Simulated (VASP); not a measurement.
# TiO2 (P4_2/mnm) in VASP: a series of runs

Runs on TiO2. Level: PBE+U. Tasks: single point.

Program: VASP 6.6.1. These are calculated values, not measurements. Logs are shortened: lines on timing, memory, paths and dates and some standing lists are left out, and cuts for length are marked.

**1. The cell of the first run**

The structure is tetragonal, space group P4_2/mnm (No. 136). The conventional cell has a = 4.455 Å, b = 4.455 Å, c = 3.127 Å, α = 90.00°, β = 90.00°, γ = 90.00°. Within 2.6 Å of Ti (site symmetry mmm) lie 6 O at 1.93 to 1.99 Å. O (site symmetry m2m) has 3 Ti at 1.93 to 1.99 Å and 1 O at 2.45 Å within 2.6 Å.

**2. Single point, PBE+U (strain -0.040 along x and y, +0.040 along z)**

File INCAR:

```
  PREC = Accurate
  ENCUT = 520
  EDIFF = 1E-7
  ISMEAR = 0
  SIGMA = 0.05
  LREAL = False
  LASPH = True
  NELM = 150
  ALGO = Normal
  ISIF = 2
  LWAVE = False
  LCHARG = True
  LMAXMIX = 4
  LDAU = True
  LDAUTYPE = 2
  LDAUL = 2 -1
  LDAUU = 4 0
  LDAUJ = 0 0
  LDAUPRINT = 1
  GGA = PE
  LELF = True
  LVHAR = True
  NBANDS = 33
```

File KPOINTS:

```
regular mesh
0
Gamma
  6 6 10
```

File POSCAR:

```
TiO2
1.0
    4.4547671155      0.0000000000      0.0000000000
    0.0000000000      4.4547671155      0.0000000000
    0.0000000000      0.0000000000      3.1266390186
Ti O
2 4
Direct
    0.0000000000      0.0000000000      0.0000000000
    0.5000000000      0.5000000000      0.5000000000
    0.3056475955      0.3056475955      0.0000000000
    0.1943524045      0.8056475955      0.5000000000
    0.6943524045      0.6943524045      0.0000000000
    0.8056475955      0.1943524045      0.5000000000
```

Potentials or basis: VASP PAW PBE potentials, release 64 (Ti_sv, O).

Launch:

```sh
cat potpaw_PBE.64/Ti_sv/POTCAR potpaw_PBE.64/O/POTCAR > POTCAR
mpirun -np 1 vasp_std > vasp.out
```

OUTCAR:

```text
PREC = Accurate
   ENCUT = 520
   EDIFF = 1E-7
   ISMEAR = 0
   LREAL = False
   LASPH = True
   NELM = 150
   ISIF = 2
   GGA = PE

 ion  position               nearest neighbor table
   1  0.000  0.000  0.000-   3 1.93   5 1.93   4 1.99   6 1.99   4 1.99   6 1.99
   2  0.500  0.500  0.500-   4 1.93   6 1.93   5 1.99   3 1.99   3 1.99   5 1.99
   3  0.306  0.306  0.000-   1 1.93   2 1.99   2 1.99
   4  0.194  0.806  0.500-   2 1.93   1 1.99   1 1.99
   5  0.694  0.694  0.000-   1 1.93   2 1.99   2 1.99
   6  0.806  0.194  0.500-   2 1.93   1 1.99   1 1.99

  LATTYP: Found a simple tetragonal cell.
 ALAT       =     4.4547671155
 C/A-ratio  =     0.7018636300

  Lattice vectors:

 A1 = (   4.4547671155,   0.0000000000,   0.0000000000)
 A2 = (   0.0000000000,   4.4547671155,   0.0000000000)
 A3 = (   0.0000000000,   0.0000000000,   3.1266390186)

Analysis of symmetry for initial positions (statically):
=====================================================================
 Subroutine PRICEL returns:
 Original cell was already a primitive cell.

 Routine SETGRP: Setting up the symmetry group for a
 simple tetragonal supercell.

 Subroutine GETGRP returns: Found 16 space group operations
 (whereof  8 operations were pure point group operations)
 out of a pool of 16 trial point group operations.

The static configuration has the point symmetry D_2h.
 The point group associated with its full space group is D_4h.

Analysis of symmetry for dynamics (positions and initial velocities):
=====================================================================
 Subroutine PRICEL returns:
 Original cell was already a primitive cell.

 Routine SETGRP: Setting up the symmetry group for a
 simple tetragonal supercell.

 Subroutine GETGRP returns: Found 16 space group operations
 (whereof  8 operations were pure point group operations)
 out of a pool of 16 trial point group operations.
[... 195 lines left out ...]
  0.0000  0.0790  0.0000  0.1739  0.0000
 -0.0000  0.0000  0.0000  0.0000  0.1080

spin component  2

  0.2026  0.0000  0.0952  0.0000 -0.0000
  0.0000  0.1739  0.0000  0.0790  0.0000
  0.0952  0.0000  0.1326  0.0000  0.0000
  0.0000  0.0790  0.0000  0.1739  0.0000
 -0.0000  0.0000  0.0000  0.0000  0.1080

 occupancies and eigenvectors

  o =  0.0661  v = -0.5722  0.0000  0.8201 -0.0000 -0.0000  0.0000  0.0000  0.0000  0.0000  0.0000      0.0000  0.0000  0.0000  0.0000  0.0000  0.0000  0.0000  0.0000  0.0000  0.0000
  o =  0.0661  v =  0.0000  0.0000  0.0000  0.0000  0.0000 -0.5722  0.0000  0.8201 -0.0000 -0.0000      0.0000  0.0000  0.0000  0.0000  0.0000  0.0000  0.0000  0.0000  0.0000  0.0000
  o =  0.0949  v =  0.0000  0.7071 -0.0000 -0.7071  0.0000  0.0000  0.0000  0.0000  0.0000  0.0000      0.0000  0.0000  0.0000  0.0000  0.0000  0.0000  0.0000  0.0000  0.0000  0.0000
  o =  0.0949  v =  0.0000  0.0000  0.0000  0.0000  0.0000  0.0000  0.7071 -0.0000 -0.7071  0.0000      0.0000  0.0000  0.0000  0.0000  0.0000  0.0000  0.0000  0.0000  0.0000  0.0000
  o =  0.1080  v =  0.0000  0.0000  0.0000  0.0000  0.0000 -0.0000 -0.0000  0.0000  0.0000  1.0000      0.0000  0.0000  0.0000  0.0000  0.0000  0.0000  0.0000  0.0000  0.0000  0.0000
  o =  0.1080  v = -0.0000 -0.0000  0.0000  0.0000  1.0000  0.0000  0.0000  0.0000  0.0000  0.0000      0.0000  0.0000  0.0000  0.0000  0.0000  0.0000  0.0000  0.0000  0.0000  0.0000
  o =  0.2528  v =  0.0000  0.0000  0.0000  0.0000  0.0000 -0.0000 -0.7071 -0.0000 -0.7071  0.0000      0.0000  0.0000  0.0000  0.0000  0.0000  0.0000  0.0000  0.0000  0.0000  0.0000
  o =  0.2528  v = -0.0000 -0.7071 -0.0000 -0.7071  0.0000  0.0000  0.0000  0.0000  0.0000  0.0000      0.0000  0.0000  0.0000  0.0000  0.0000  0.0000  0.0000  0.0000  0.0000  0.0000
  o =  0.2691  v = -0.8201  0.0000 -0.5722  0.0000 -0.0000  0.0000  0.0000  0.0000  0.0000  0.0000      0.0000  0.0000  0.0000  0.0000  0.0000  0.0000  0.0000  0.0000  0.0000  0.0000
  o =  0.2691  v =  0.0000  0.0000  0.0000  0.0000  0.0000 -0.8201  0.0000 -0.5722  0.0000 -0.0000      0.0000  0.0000  0.0000  0.0000  0.0000  0.0000  0.0000  0.0000  0.0000  0.0000

 number of electron      47.9999986 magnetization

 Free energy of the ion-electron system (eV)
  ---------------------------------------------------
  ext. energy  EPLUGINS =         0.00000000
  ---------------------------------------------------
  free energy    TOTEN  =       -48.13269287 eV

  energy without entropy =      -48.13269287  energy(sigma->0) =      -48.13269287

 E-fermi :   5.5461     XC(G=0): -11.4857

 val. band max:        5.3382332892   @ k =   0.0000   0.0000   0.0000
 cond. band min:       7.7437163521   @ k =   0.0000   0.0000   0.0000
 fundamental gap:      2.4054830629
 Fermi energy:         5.5461391272

 k-point     1 :       0.0000    0.0000    0.0000
  band No.  band energies     occupation
      1     -52.7187      2.00000
      2     -52.6995      2.00000
      3     -28.9805      2.00000
      4     -28.9805      2.00000
      5     -28.8181      2.00000
      6     -28.8181      2.00000
[... 853 lines left out ...]
     32      10.4926      0.00000
     33      11.7963      0.00000

 [... further k-points ...]

------------------------ aborting loop because EDIFF is reached ----------------------------------------

  FORCE on cell =-STRESS in cart. coord.  units (eV):
  Direction    XX          YY          ZZ          XY          YZ          ZX
  --------------------------------------------------------------------------------------
  -------------------------------------------------------------------------------------
  Total        7.0039978      7.0039978      0.0677868     -0.0000000      0.0000000      0.0000000
  in kB      180.8542974    180.8542974      1.7503632     -0.0000000      0.0000000      0.0000000
  external PRESSURE =     121.1529860 kB  Pullay stress =       0.0000000 kB

 VOLUME and BASIS-vectors are now :
 -----------------------------------------------------------------------------
  energy-cutoff  :      520.00
  volume of cell :       62.05
      direct lattice vectors                 reciprocal lattice vectors
     4.454767116  0.000000000  0.000000000     0.224478626  0.000000000  0.000000000
     0.000000000  4.454767116  0.000000000     0.000000000  0.224478626  0.000000000
     0.000000000  0.000000000  3.126639019     0.000000000  0.000000000  0.319832252

 POSITION                                       TOTAL-FORCE (eV/Angst)
 -----------------------------------------------------------------------------------
      0.00000      0.00000      0.00000         0.000000      0.000000      0.000000
      2.22738      2.22738      1.56332         0.000000      0.000000      0.000000
      1.36159      1.36159      0.00000        -0.027079     -0.027079      0.000000
      0.86579      3.58897      1.56332         0.027079     -0.027079      0.000000
      3.09318      3.09318      0.00000         0.027079      0.027079     -0.000000
      3.58897      0.86579      1.56332        -0.027079      0.027079     -0.000000
 -----------------------------------------------------------------------------------
    total drift:                                0.000000      0.000000      0.000000

  FREE ENERGIE OF THE ION-ELECTRON SYSTEM (eV)
  ---------------------------------------------------
  free  energy   TOTEN  =       -48.1326928660 eV

  energy  without entropy=      -48.1326928660  energy(sigma->0) =      -48.13269287
```

stdout:

```text
POSCAR found type information on POSCAR TiO
 POSCAR found :  2 types and       6 ions
 scaLAPACK will be used
 LDA part: xc-table for (Slater+PW92), standard interpolation
 POSCAR, INCAR and KPOINTS ok, starting setup
 FFT: planning ... GRIDC
 FFT: planning ... GRID_SOFT
 FFT: planning ... GRID
 WAVECAR not read
 entering main loop
```

Run time: 94 s. Hardware: 1 thread of AMD EPYC 9R45 (Zen 5), shared host; peak memory 0.2 GiB.

Results:

```yaml
Free_energy: -48.1327 eV
Pressure: 12.1 GPa
Largest_force: 0.038 eV/Å
Band_gap_on_the_k_mesh: 2.41 eV
```

Forces in eV/Å, atoms in the order of the input:
```
Ti   0.000  0.000  0.000
Ti   0.000  0.000  0.000
O   -0.027 -0.027  0.000
O    0.027 -0.027  0.000
O    0.027  0.027  0.000
O   -0.027  0.027  0.000
```

Levels at points of the mesh, in eV from the valence-band top:
```
           k point  band 21  band 22  band 23  band 24  band 25  band 26  band 27  band 28
(0.00, 0.00, 0.00)    -0.98    -0.39    -0.39     0.00     2.41     2.78     2.80     2.82
(0.50, 0.00, 0.00)    -2.10    -2.10    -0.76    -0.76     3.06     3.06     3.48     3.48
(0.50, 0.50, 0.00)    -1.76    -1.76    -0.97    -0.97     2.49     2.49     2.86     2.86
(0.00, 0.00, 0.50)    -2.34    -2.34    -1.37    -1.37     3.19     3.19     3.54     3.54
(0.50, 0.00, 0.50)    -1.97    -1.97    -1.06    -1.06     2.42     2.42     3.32     3.32
(0.50, 0.50, 0.50)    -1.27    -1.27    -0.63    -0.63     3.08     3.08     3.30     3.30
```

Eigenvalues of the final occupation matrices:
```tsv
site	spin	trace	eigenvalues
site 1 d	1	0.79	0.07 0.09 0.11 0.25 0.27
site 1 d	2	0.79	0.07 0.09 0.11 0.25 0.27
site 2 d	1	0.79	0.07 0.09 0.11 0.25 0.27
site 2 d	2	0.79	0.07 0.09 0.11 0.25 0.27
```

Caveat: the cell differs from its parent crystal (strain -0.040 along x and y, +0.040 along z); the cell stands under pressure. A k mesh can miss the band edges.

**3. Single point, PBE+U (strain +0.000 along x and y, -0.040 along z)**

File INCAR:

```
SYSTEM = TiO2
PREC = Accurate ; ENCUT = 520
EDIFF = 1E-7 ; ISMEAR = 0
SIGMA = 0.05 ; LREAL = .FALSE.
LASPH = .TRUE. ; NELM = 150
ALGO = Normal ; ISIF = 2
LWAVE = .FALSE. ; LCHARG = .FALSE.
LMAXMIX = 4 ; LDAU = .TRUE.
LDAUTYPE = 2 ; LDAUL = 2 -1
LDAUU = 4 0 ; LDAUJ = 0 0
LDAUPRINT = 1 ; GGA = PE
NBANDS = 33
```

File KPOINTS:

```
Automatic mesh
0
G
  6 6 10
  0 0 0
```

POSCAR, as its differences from that of step 2:

```diff
@@ -2,5 +2,5 @@
 1.0
-    4.4547671155      0.0000000000      0.0000000000
-    0.0000000000      4.4547671155      0.0000000000
-    0.0000000000      0.0000000000      3.1266390186
+    4.6403824120      0.0000000000      0.0000000000
+    0.0000000000      4.6403824120      0.0000000000
+    0.0000000000      0.0000000000      2.8861283248
 Ti O
```

Potentials or basis: VASP PAW PBE potentials, release 64 (Ti_sv, O).

Launch:

```sh
cat potpaw_PBE.64/Ti_sv/POTCAR potpaw_PBE.64/O/POTCAR > POTCAR
mpirun -np 1 vasp_std > vasp.out
```

Run time: 88 s. Hardware: 1 thread of AMD EPYC 9R45 (Zen 5), shared host; peak memory 0.2 GiB.

Results (log left out):

| Item | Value |
| --- | --- |
| Free energy | -48.1934 eV |
| Pressure | 16.8 GPa |
| Largest force | 0.518 eV/Å |
| Band gap on the k mesh | 2.45 eV (least direct gap 2.47 eV) |

Forces in eV/Å, atoms in the order of the input:
```
Ti   0.000  0.000  0.000
Ti   0.000  0.000  0.000
O   -0.366 -0.366  0.000
O    0.366 -0.366  0.000
O    0.366  0.366  0.000
O   -0.366  0.366  0.000
```

Stress tensor (GPa, compression positive):
```
11.35  0.00  0.00
 0.00 11.35  0.00
 0.00  0.00 27.59
```

Levels at points of the mesh, in eV from the valence-band top:
```csv
k point,band 20,band 21,band 22,band 23,band 24,band 25,band 26,band 27,band 28,band 29
"(0.00, 0.00, 0.00)",-1.82,-0.63,-0.48,-0.48,0.00,2.47,2.66,3.23,3.26,3.26
"(0.50, 0.00, 0.00)",-3.04,-1.43,-1.43,-0.74,-0.74,3.11,3.11,3.72,3.72,4.28
"(0.50, 0.50, 0.00)",-2.10,-1.20,-1.20,-1.12,-1.12,2.45,2.45,3.27,3.27,4.53
"(0.00, 0.00, 0.50)",-2.93,-2.17,-2.17,-1.46,-1.46,3.55,3.55,4.11,4.11,4.20
"(0.50, 0.00, 0.50)",-2.43,-1.98,-1.98,-1.03,-1.03,2.56,2.56,4.13,4.13,4.45
"(0.50, 0.50, 0.50)",-2.90,-1.16,-1.16,-0.72,-0.72,3.21,3.21,3.78,3.78,4.18
```

Eigenvalues of the final occupation matrices:
```tsv
site	spin	trace	eigenvalues
site 1 d	1	0.81	0.09 0.10 0.10 0.24 0.29
site 1 d	2	0.81	0.09 0.10 0.10 0.24 0.29
site 2 d	1	0.81	0.09 0.10 0.10 0.24 0.29
site 2 d	2	0.81	0.09 0.10 0.10 0.24 0.29
```

Caveat: the cell differs from its parent crystal (strain +0.000 along x and y, -0.040 along z); the cell stands under pressure.
